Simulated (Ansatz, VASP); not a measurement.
## SiBi2Te5: VASP beside Ansatz

```
Si Bi Te
1.0
     9.28199    0.00000    0.00000
     0.00000   13.29430    0.00000
     0.00000    0.00000    4.24530
Si Bi Te
2 4 10
Direct
  0.50000 0.50000 0.00000
  0.00000 0.00000 0.00000
  0.67674 0.86469 0.50000
  0.32326 0.13531 0.50000
  0.17674 0.63531 0.50000
  0.82326 0.36469 0.50000
  0.39732 0.69591 0.00000
  0.60268 0.30409 0.00000
  0.68090 0.56258 0.50000
  0.31910 0.43742 0.50000
  0.89732 0.80409 0.00000
  0.10268 0.19591 0.00000
  0.18090 0.93742 0.50000
  0.81910 0.06258 0.50000
  0.50000 0.00000 0.00000
  0.00000 0.50000 0.00000
```

Alike in both runs: functional PBE; k mesh 2 × 2 × 4; occupations gaussian, width 0.2 eV; no spin polarisation.

Ansatz relaxed the structure, and its values are those at the end. VASP's run is a single point on that final structure, the one shown.

```csv
,VASP,Ansatz
version,VASP 6.6.1,Ansatz 0.2.0
potentials or method,"VASP PAW PBE potentials, release 64 (Si, Bi_d, Te), cutoff 520 eV","scalar-relativistic, plane waves, PAW"
valence electrons in the cell,128,228
```

```tsv
	VASP	Ansatz	Ansatz less VASP
gap on the k mesh at the Fermi level (eV)	none	none	-
pressure (GPa)	0.1	0.1	0.00
rms of the force components (eV/Å)	0.019	0.018	-0.0010
```

A gap of «none» marks a metal or a gap that the smearing closes. The functional is the same, so the differences come from potentials, cutoffs and numerics. VASP's potentials hold 128 valence electrons a cell and Ansatz's 228, so a difference there can come from the potentials and not from the codes.

The k mesh is coarse, so the values compare programs but aren't converged. Spin-orbit coupling is off throughout.
